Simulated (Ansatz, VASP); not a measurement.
# Al6H in VASP and in Ansatz

```
CELL_PARAMETERS angstrom
5.71352 0.00000 0.00000
0.00000 5.71352 0.00000
0.00000 0.00000 22.17470
ATOMIC_POSITIONS crystal
Al 0.25000 0.25000 0.18039
Al 0.25000 0.75000 0.18039
Al 0.75000 0.25000 0.18039
Al 0.75000 0.75000 0.18039
Al 0.00000 0.00000 0.27441
Al 0.00000 0.50000 0.27441
Al 0.50000 0.00000 0.27441
Al 0.50000 0.50000 0.27441
Al 0.25000 0.25000 0.36865
Al 0.25000 0.75000 0.36865
Al 0.75000 0.25000 0.36865
Al 0.75000 0.75000 0.36865
H 0.00000 0.93437 0.46110
H 0.00000 0.06563 0.46110
```

Alike in both runs: task single point; functional PBE; k mesh 5 × 5 × 1; occupations gaussian, width 0.1 eV; no spin polarisation.

```csv
,VASP,Ansatz
version,VASP 6.6.1,Ansatz 0.2.0
potentials or method,"VASP PAW PBE potentials, release 64 (Al, H), cutoff 520 eV","scalar-relativistic, plane waves, PAW"
valence electrons in the cell,38,38
```

```tsv
	VASP	Ansatz	Ansatz less VASP
gap on the k mesh at the Fermi level (eV)	none	none	-
rms of the force components (eV/Å)	0.134	0.137	+0.0028
```

Atom by atom the forces differ by 0.006 eV/Å (rms over components). A gap of «none» marks a metal or a gap that the smearing closes. With one functional, cell and mesh, what is left measures potentials, basis and numerics.
